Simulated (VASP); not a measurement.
# CuI (F-43m) in VASP: relaxation of cell and atoms with LDA

Aim: the relaxation of cell and atoms of CuI with LDA.

Program: VASP 6.6.1. These are calculated values, not measurements. Logs are shortened: lines on timing, memory, paths and dates and some standing lists are left out, and cuts for length are marked.

## 1. The cell of the first run

Symmetry: F-43m, No. 216, cubic system. The conventional cell has a = 6.063 Å, b = 6.063 Å, c = 6.063 Å, α = 90.00°, β = 90.00°, γ = 90.00°. Cu (site symmetry -43m) has 4 I at 2.63 Å within 3.5 Å. I (site symmetry -43m) has 4 Cu at 2.63 Å within 3.5 Å.

## 2. Relaxation of cell and atoms, LDA

Contents of INCAR:

```
PREC = Accurate ; ENCUT = 600
EDIFF = 1E-7 ; ISMEAR = -1
SIGMA = 0.1 ; LREAL = F
LASPH = T ; NELM = 120
ALGO = Normal ; ISIF = 3
LWAVE = F ; LCHARG = F
IBRION = 2 ; NSW = 100
EDIFFG = -0.002 ; GGA_COMPAT = F
NELMIN = 4
```

Contents of KPOINTS:

```
regular mesh
0
Gamma
  14 14 14
```

Contents of POSCAR:

```
CuI
1.0
    0.0000000000      3.0315000000      3.0315000000
    3.0315000000      0.0000000000      3.0315000000
    3.0315000000      3.0315000000      0.0000000000
Cu I
1 1
Direct
    0.7500000000      0.7500000000      0.7500000000
    0.0000000000      0.0000000000      0.0000000000
```

Potentials or basis: VASP PAW LDA potentials, release 64 (Cu, I).

The run is started by

```console
> cat potpaw_LDA.64/Cu/POTCAR potpaw_LDA.64/I/POTCAR > POTCAR
> mpirun -np 1 vasp_std > vasp.out
```

OUTCAR:

```text
PREC = Accurate
   ENCUT = 600
   EDIFF = 1E-7
   ISMEAR = -1
   LREAL = F
   LASPH = T
   NELM = 120
   ISIF = 3
   IBRION = 2
   NSW = 100
   EDIFFG = -0.002
   NELMIN = 4

 ion  position               nearest neighbor table
   1  0.750  0.750  0.750-   2 2.63   2 2.63   2 2.63   2 2.63
   2  0.000  0.000  0.000-   1 2.63   1 2.63   1 2.63   1 2.63

  LATTYP: Found a face centered cubic cell.
 ALAT       =     6.0630000000

  Lattice vectors:

 A1 = (   0.0000000000,   3.0315000000,   3.0315000000)
 A2 = (   3.0315000000,   0.0000000000,   3.0315000000)
 A3 = (   3.0315000000,   3.0315000000,   0.0000000000)

Analysis of symmetry for initial positions (statically):
=====================================================================
 Subroutine PRICEL returns:
 Original cell was already a primitive cell.

 Routine SETGRP: Setting up the symmetry group for a
 face centered cubic supercell.

 Subroutine GETGRP returns: Found 24 space group operations
 (whereof 24 operations were pure point group operations)
 out of a pool of 48 trial point group operations.

The static configuration has the point symmetry T_d .

Analysis of symmetry for dynamics (positions and initial velocities):
=====================================================================
 Subroutine PRICEL returns:
 Original cell was already a primitive cell.

 Routine SETGRP: Setting up the symmetry group for a
 face centered cubic supercell.

 Subroutine GETGRP returns: Found 24 space group operations
 (whereof 24 operations were pure point group operations)
 out of a pool of 48 trial point group operations.

The dynamic configuration has the point symmetry T_d .

 Subroutine INISYM returns: Found 24 space group operations
 (whereof 24 operations are pure point group operations),
 and found     1 'primitive' translations

----------------------------------------------------------------------------------------

                                     Primitive cell

  volume of cell :      55.7189

  direct lattice vectors                    reciprocal lattice vectors
     0.000000000  3.031500000  3.031500000    -0.164934851  0.164934851  0.164934851
     3.031500000  0.000000000  3.031500000     0.164934851 -0.164934851  0.164934851
     3.031500000  3.031500000  0.000000000     0.164934851  0.164934851 -0.164934851

  length of vectors
     4.287188414  4.287188414  4.287188414     0.285675541  0.285675541  0.285675541

  position of ions in fractional coordinates (direct lattice)
     0.750000000  0.750000000  0.750000000
     0.000000000  0.000000000  0.000000000

  ion indices of the primitive-cell ions
   primitive index   ion index
                 1           1
                 2           2

----------------------------------------------------------------------------------------
[... 82 lines left out ...]
   NUPDOWN=      -1.0000    fix difference up-down
   EMIN   =  10.00;   EMAX   =-10.00  energy-range for DOS
   EFERMI =   0.00;   METHOD = LEGACY
   ISMEAR =    -1;   SIGMA  =   0.10  broadening in eV -4-tet -1-fermi 0-gaus
   EFERMI_NEDOS =   21; number of points for ismear=-14 and -15
   IALGO  =     38    algorithm
   IMIX   =      4    mixing-type and parameters
     AMIX     =   0.40;   BMIX     =  1.00
     AMIX_MAG =   1.60;   BMIX_MAG =  1.00
  volume/ion in A,a.u.               =      27.86       188.00
  Fermi-wavevector in a.u.,A,eV,Ry     =   1.123306  2.122741 17.168055  1.261816
  Thomas-Fermi vector in A             =   2.259971
   LORBIT       =      0    0 simple, 1 ext, 2 COOP (PROOUT), +10 PAW based schemes
   GGA     = CA    functional components
   LHFCALC =     F    Hartree Fock is set to
   AEXX    =    0.0000 exact exchange contribution
   IVDW    =     0    specifies the selected vdW correction
   LEPSILON=     F    determine dielectric tensor
   LRPA    =     F    only Hartree local field effects (RPA)
 conjugate gradient relaxation of ions
 non-spin polarized calculation
  energy-cutoff  :      600.00
  volume of cell :       55.72
 maximum number of plane-waves:      1875
 NGX is ok and might be reduce to    36
   NGX = 17   NGY = 17   NGZ = 17

--------------------------------------- Ionic step        1  -------------------------------------------

 number of electron      18.0000006 magnetization

 Free energy of the ion-electron system (eV)
  ---------------------------------------------------
  ext. energy  EPLUGINS =         0.00000000
  ---------------------------------------------------
  free energy    TOTEN  =        -6.91883627 eV

  energy without entropy =       -6.91877527  energy(sigma->0) =       -6.91880577

 E-fermi :   4.8495     XC(G=0):  -9.3093

 val. band max:        4.1642329569   @ k =   0.0000   0.0000   0.0000
 cond. band min:       5.1618463914   @ k =   0.0000   0.0000   0.0000
 fundamental gap:      0.9976134345
 Fermi energy:         4.8495462872

 k-point     1 :       0.0000    0.0000    0.0000
  band No.  band energies     occupation
      1      -9.8176      2.00000
      2       0.5384      2.00000
      3       0.5384      2.00000
      4       0.5384      2.00000
      5       2.2456      2.00000
      6       2.2456      2.00000
      7       4.1642      1.99789
      8       4.1642      1.99789
      9       4.1642      1.99789
     10       5.1618      0.08434
     11       9.0324      0.00000
     12       9.0324      0.00000
     13       9.0324      0.00000
[... 469 lines left out ...]
  FREE ENERGIE OF THE ION-ELECTRON SYSTEM (eV)
  ---------------------------------------------------
  free  energy   TOTEN  =        -6.9975351648 eV

  energy  without entropy=       -6.9975207952  energy(sigma->0) =       -6.99752798

[... ionic steps 4 to 14 ...]

--------------------------------------- Ionic step       15  -------------------------------------------

 number of electron      18.0000003 magnetization

------------------------ aborting loop because EDIFF is reached ----------------------------------------
[... 67 lines left out ...]
--------------------------------------- Ionic step       17  -------------------------------------------

 number of electron      18.0000003 magnetization

 Free energy of the ion-electron system (eV)
  ---------------------------------------------------
  ext. energy  EPLUGINS =         0.00000000
  ---------------------------------------------------
  free energy    TOTEN  =        -6.99754997 eV

  energy without entropy =       -6.99753531  energy(sigma->0) =       -6.99754264

 E-fermi :   6.1277     XC(G=0):  -9.7567

 val. band max:        5.3186271239   @ k =   0.0000   0.0000   0.0000
 cond. band min:       6.5984513656   @ k =   0.0000   0.0000   0.0000
 fundamental gap:      1.2798242417
 Fermi energy:         6.1276569658

 k-point     1 :       0.0000    0.0000    0.0000
  band No.  band energies     occupation
      1      -9.2323      2.00000
      2       1.1962      2.00000
      3       1.1962      2.00000
      4       1.1962      2.00000
      5       2.9479      2.00000
      6       2.9479      2.00000
      7       5.3186      1.99939
      8       5.3186      1.99939
      9       5.3186      1.99939
     10       6.5985      0.01789
     11      10.0717      0.00000
     12      10.0717      0.00000
     13      10.0717      0.00000
[... 397 lines left out ...]
  FREE ENERGIE OF THE ION-ELECTRON SYSTEM (eV)
  ---------------------------------------------------
  free  energy   TOTEN  =        -6.9975499732 eV

  energy  without entropy=       -6.9975353118  energy(sigma->0) =       -6.99754264

 reached required accuracy - stopping structural energy minimisation
```

CONTCAR:

```text
CuI
   1.00000000000000
    -0.0000000000000000    2.9328149538073096    2.9328149538073096
     2.9328149538073096    0.0000000000000000    2.9328149538073096
     2.9328149538073096    2.9328149538073096    0.0000000000000000
  Cu              I
     1     1
Direct
     0.7500000000000000    0.7500000000000000    0.7500000000000000
     0.0000000000000000    1.0000000000000000    0.0000000000000000

  0.00000000E+00  0.00000000E+00  0.00000000E+00
  0.00000000E+00  0.00000000E+00  0.00000000E+00
```

Run time: 3.8 min. Hardware: 1 thread of Intel Xeon 6975P-C (Granite Rapids), shared host; peak memory 0.25 GiB.

Results:

```
Free energy                           : -6.9975 eV
Relaxed volume                        : 25.23 Å³/atom
Relaxed cell                          : a = 4.148 Å, b = 4.148 Å, c = 4.148 Å, α = 60.00°, β = 60.00°, γ = 60.00°
Space group after relaxing (to 0.1 Å) : F-43m (No. 216)
Energy gained by relaxing             : 39.4 meV/atom
Ionic steps                           : 17
Pressure after relaxing               : 0.0 GPa
Band gap on the k mesh                : 1.28 eV
```

The path:
| step | energy change (eV) | largest force (eV/Å) | pressure (GPa) | volume (Å³) |
| --- | --- | --- | --- | --- |
| 1 | 0.0000 | 0.0000 | -4.26 | 55.72 |
| 2 | -0.0778 | 0.0000 | 0.50 | 49.95 |
| 3 | -0.0787 | 0.0000 | 0.10 | 50.39 |
| 4 | -0.0787 | 0.0000 | -0.05 | 50.50 |
| 5 | -0.0787 | 0.0000 | -0.05 | 50.49 |
| 6 | -0.0787 | 0.0000 | -0.05 | 50.49 |
| 7 | -0.0787 | 0.0000 | -0.04 | 50.49 |
| 8 | -0.0787 | 0.0000 | -0.04 | 50.49 |
| 9 | -0.0787 | 0.0000 | -0.04 | 50.49 |
| 10 | -0.0787 | 0.0000 | -0.04 | 50.49 |
| 11 | -0.0787 | 0.0000 | -0.04 | 50.49 |
| 12 | -0.0787 | 0.0000 | -0.05 | 50.49 |
| 13 | -0.0787 | 0.0000 | -0.04 | 50.49 |
| 14 | -0.0787 | 0.0000 | -0.04 | 50.49 |
| 15 | -0.0787 | 0.0000 | -0.04 | 50.48 |
| 16 | -0.0787 | 0.0000 | -0.02 | 50.47 |
| 17 | -0.0787 | 0.0000 | 0.00 | 50.45 |

Final structure:
```
Cu I
1.0
     0.00000    2.93281    2.93281
     2.93281    0.00000    2.93281
     2.93281    2.93281    0.00000
Cu I
1 1
Direct
  0.75000 0.75000 0.75000
  0.00000 0.00000 0.00000
```

Levels at points of the mesh, in eV from the valence-band top:
```csv
k point,band 5,band 6,band 7,band 8,band 9,band 10,band 11,band 12,band 13
"(0.00, 0.00, 0.00)",-2.37,-2.37,0.00,0.00,0.00,1.28,4.75,4.75,4.75
"(0.50, 0.00, 0.00)",-2.34,-2.34,-2.29,-0.89,-0.89,2.15,5.33,5.33,7.37
"(0.50, 0.50, 0.00)",-2.42,-2.29,-2.27,-1.93,-1.93,2.42,2.78,9.77,10.23
```

Caveat: spin-orbit coupling is left out, which moves the levels of the heavy elements. LDA usually gives volumes a few per cent too small.
